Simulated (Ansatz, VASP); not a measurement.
**AlC: VASP beside Ansatz**

Contents of INCAR:

```
SYSTEM = AlC
PREC = Accurate
ENCUT = 600
EDIFF = 1E-6
ISMEAR = 0
SIGMA = 0.1
LREAL = .FALSE.
LASPH = .TRUE.
NELM = 200
ALGO = Normal
ISIF = 2
LWAVE = .FALSE.
LCHARG = .FALSE.
ISPIN = 2
MAGMOM = 0 0 1 1
LORBIT = 11
GGA = PE
NBANDS = 19
GGA_COMPAT = .FALSE.
```

KPOINTS

```
Automatic mesh
0
G
  6 6 2
  0 0 0
```

The input POSCAR:

```
AlC
1.0
    2.5587953308      0.0000000000      0.0000000000
   -1.2793976654      2.2159817595      0.0000000000
    0.0000000000      0.0000000000     10.0005336353
Al C
2 2
Direct
    0.3333333333      0.6666666667      0.3723544365
    0.6666666667      0.3333333333      0.6276455635
    0.3333333333      0.6666666667      0.0000035885
    0.6666666667      0.3333333333      0.9999964115
```

Input for Ansatz:

```yaml
crystal:
  lattice:
    - [2.5587953308, 0.0, 0.0]
    - [-1.2793976654, 2.2159817595, 0.0]
    - [0.0, 0.0, 10.0005336353]
  atoms:
    - { symbol: Al, position: [0.3333333333, 0.6666666667, 0.3723544365] }
    - { symbol: Al, position: [0.6666666667, 0.3333333333, 0.6276455635] }
    - { symbol: C, position: [0.3333333333, 0.6666666667, 3.5885e-06], spin: 1.0 }
    - { symbol: C, position: [0.6666666667, 0.3333333333, 0.9999964115], spin: 1.0 }
basis:
  ecutwfc: 420
kpoints:
  mp_grid: { grid: [6, 6, 2] }
hamiltonian:
  xc: pbe
scf:
  occupations: { method: gaussian, width: 0.1 }
  lower_state_search: "off"
output:
  forces: true
  stress: true
  eigenvalues: true
  populations: true
magnetization:
  spin_polarized: true
```

Alike in both runs: task single point; functional PBE; k mesh 6 × 6 × 2; occupations gaussian, width 0.1 eV; collinear spin.

```csv
,VASP,Ansatz
version,VASP 6.6.1,Ansatz 0.2.0
potentials or method,"VASP PAW PBE potentials, release 64 (Al, C), cutoff 600 eV","scalar-relativistic, plane waves, PAW"
valence electrons in the cell,14,14
```

```csv
,VASP,Ansatz,Ansatz less VASP
gap on the k mesh at the Fermi level (eV),none,none,-
pressure (GPa),0.5,0.5,+0.03
"traceless stress, the component that is largest in VASP (GPa)",-2.06,-2.01,+0.055
rms of the force components (eV/Å),0.119,0.119,0.0000
net moment per atom (μB),0.05,0.05,0.000
size of the moment on the site where the two differ most (μB),0.03,0.05,+0.020
```

Site moments also hang on the region over which each program counts them. Atom by atom the forces differ by 0.000 eV/Å (rms over components). A gap of «none» marks a metal or a gap that the smearing closes.

The k mesh is coarse, so the values compare programs but aren't converged.
